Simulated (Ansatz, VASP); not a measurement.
**Two plane-wave programs on TlCuF3**

Contents of INCAR:

```
SYSTEM = TlCuF3
ALGO = Normal
EDIFF = 1E-7
ENCUT = 520
GGA = CA
ISIF = 2
ISMEAR = 0
LASPH = .True.
LCHARG = .True.
LDAU = .True.
LDAUJ = 0 0 0
LDAUL = 2 -1 -1
LDAUPRINT = 1
LDAUTYPE = 2
LDAUU = 2 0 0
LELF = .True.
LMAXMIX = 4
LREAL = .False.
LVHAR = .True.
LWAVE = .False.
NBANDS = 30
NELM = 150
PREC = Accurate
SIGMA = 0.05
```

File KPOINTS:

```
k-points
0
Gamma
  5 5 5
  0 0 0
```

Contents of POSCAR:

```
TlCuF3
1.0
    4.0905174700      0.0000000000      0.0000000000
    0.0000000000      4.0905174700      0.0000000000
    0.0000000000      0.0000000000      4.0763293000
Cu F Tl
1 3 1
Direct
    0.0000000000      0.0000000000      0.0000000000
    0.0000000000      0.0000000000      0.5000000000
    0.5000000000      0.0000000000      0.0000000000
    0.0000000000      0.5000000000      0.0000000000
    0.5000000000      0.5000000000      0.5000000000
```

Input for Ansatz:

```yaml
crystal:
  lattice:
    - [4.09051747, 0.0, 0.0]
    - [0.0, 4.09051747, 0.0]
    - [0.0, 0.0, 4.0763293]
  atoms:
    - { symbol: Cu, position: [0.0, 0.0, 0.0] }
    - { symbol: F, position: [0.0, 0.0, 0.5] }
    - { symbol: F, position: [0.5, 0.0, 0.0] }
    - { symbol: F, position: [0.0, 0.5, 0.0] }
    - { symbol: Tl, position: [0.5, 0.5, 0.5] }
basis:
  ecutwfc: 420
  ecutrho_ratio: 4
kpoints:
  mp_grid: { grid: [5, 5, 5] }
hamiltonian:
  xc: lda
  hubbard: { sites: [{ site: 0, l: d, u_eff: 2.0 }] }
scf:
  occupations: { method: gaussian, width: 0.05 }
  lower_state_search: "off"
  max_iter: 150
output:
  forces: true
  stress: true
  eigenvalues: true
  populations: true
  hubbard: { sites: [{ site: 0, l: d }] }
```

Alike in both runs: task single point; functional LDA; k mesh 5 × 5 × 5; occupations gaussian, width 0.05 eV; no spin polarisation; Hubbard terms Cu d U = 2.0 eV.

|  | VASP | Ansatz |
| --- | --- | --- |
| version | VASP 6.6.1 | Ansatz 0.2.0 |
| potentials or method | VASP PAW LDA potentials, release 64 (Cu, F, Tl_d), cutoff 520 eV | scalar-relativistic, plane waves, PAW |
| valence electrons in the cell | 45 | 53 |

Ansatz gave:

| Item | Value |
| --- | --- |
| gap on the k mesh at the Fermi level (eV) | none |
| pressure (GPa) | -5.8 |
| traceless stress, the component that is largest in VASP (GPa) | 0.06 |

Q: Estimate VASP's values.

A: gap on the k mesh at the Fermi level (eV): none; pressure (GPa): -6.4; traceless stress, the component that is largest in VASP (GPa): 0.06.

LDA's correlation is that of Perdew and Zunger in VASP and of Perdew and Wang (1992) in Ansatz. The programs project onto different local orbitals, so the same U acts differently, and such runs can settle in different states. A gap of «none» marks a metal or a gap that the smearing closes. VASP's potentials hold 45 valence electrons a cell and Ansatz's 53, so a difference there can come from the potentials and not from the codes. Ansatz's warnings: filled band counts differ across k points.

Spin-orbit coupling is off throughout.
